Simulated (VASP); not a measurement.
The system is HfO2.

```
CELL_PARAMETERS angstrom
5.08032 0.00000 0.00000
0.00000 5.16487 0.00000
0.00000 0.00000 4.89088
ATOMIC_POSITIONS crystal
Hf 0.22259 0.78180 0.27207
Hf 0.72259 0.71820 0.72793
Hf 0.77741 0.21820 0.27207
Hf 0.27741 0.28180 0.72793
O 0.18682 0.16365 0.10453
O 0.68682 0.33635 0.89547
O 0.81318 0.83635 0.10453
O 0.31318 0.66365 0.89547
O 0.00000 0.50000 0.48905
O 0.50000 0.00000 0.51095
O 0.00000 0.00000 0.57562
O 0.50000 0.50000 0.42438
```

Base run:

* Program: VASP 6.6.1
* Functional: PBE
* Potentials or basis: VASP PAW PBE potentials, release 64 (Hf_pv, O)
* Cutoff: 520 eV
* k mesh: 5 × 5 × 6
* Occupations: fermi-dirac, width 0.05 eV
* Spin: no spin polarisation

Its results: band gap on the k mesh 3.83 eV; pressure 6.5 GPa; largest force 0.106 eV/Å.

Task: After a change of settings the same cell gave: band gap on the k mesh 3.64 eV; pressure -7.8 GPa; largest force 0.141 eV/Å. Which change was it?
A. functional from PBE to LDA; potentials or basis from VASP PAW PBE potentials, release 64 (Hf_pv, O) to VASP PAW LDA potentials, release 64 (Hf_pv, O)
B. functional from PBE to r2SCAN; further incar settings from ALGO = Normal; EDIFF = 1e-06; NBANDS = 56 to ALGO = Normal; EDIFF = 1e-07; NBANDS = 56
C. functional from PBE to PBEsol; dispersion from none to D3(BJ)
D. functional from PBE to PBEsol; hubbard terms from none to Hf d U = 3.5 eV

Result: A.

Caveats: spin-orbit coupling is left out, which moves the levels of the heavy elements; the cell stands under pressure (at least some runs); the cell stands under tension (at least some runs).
